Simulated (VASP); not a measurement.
# AgBr: single point with PBE

AgBr:

```
CELL_PARAMETERS angstrom
0.00000 2.89276 2.89276
2.89276 0.00000 2.89276
2.89276 2.89276 0.00000
ATOMIC_POSITIONS crystal
Ag 0.00000 0.00000 0.00000
Br 0.50000 0.50000 0.50000
```

```yaml
Program: VASP 6.6.1
Task: single point
Functional: PBE
Potentials_or_basis: VASP PAW PBE potentials, release 64 (Ag, Br)
Cutoff: 500 eV
k_mesh: 8 × 8 × 8
Occupations: gaussian, width 0.01 eV
Spin: no spin polarisation
```

```yaml
Pressure: 1.2 GPa
Band_gap_on_the_k_mesh: 0.68 eV (least direct gap 2.53 eV)
```

Levels at points of the mesh, in eV from the valence-band top:
| k point | band 6 | band 7 | band 8 | band 9 | band 10 | band 11 | band 12 | band 13 |
| --- | --- | --- | --- | --- | --- | --- | --- | --- |
| (0.00, 0.00, 0.00) | -2.70 | -1.85 | -1.85 | -1.85 | 0.68 | 9.92 | 9.92 | 9.92 |
| (0.50, 0.00, 0.00) | -2.41 | -2.08 | 0.00 | 0.00 | 3.80 | 6.46 | 6.81 | 6.81 |
| (0.50, 0.50, 0.00) | -2.55 | -2.31 | -2.31 | -2.23 | 1.65 | 7.10 | 8.97 | 10.93 |

Wall time 33 s on 1 thread of Intel Xeon 8259CL, with other jobs on the host, peak memory 0.18 GiB.

A k mesh can miss the band edges. A hybrid or GW would open this gap; PBE tends to underestimate it.
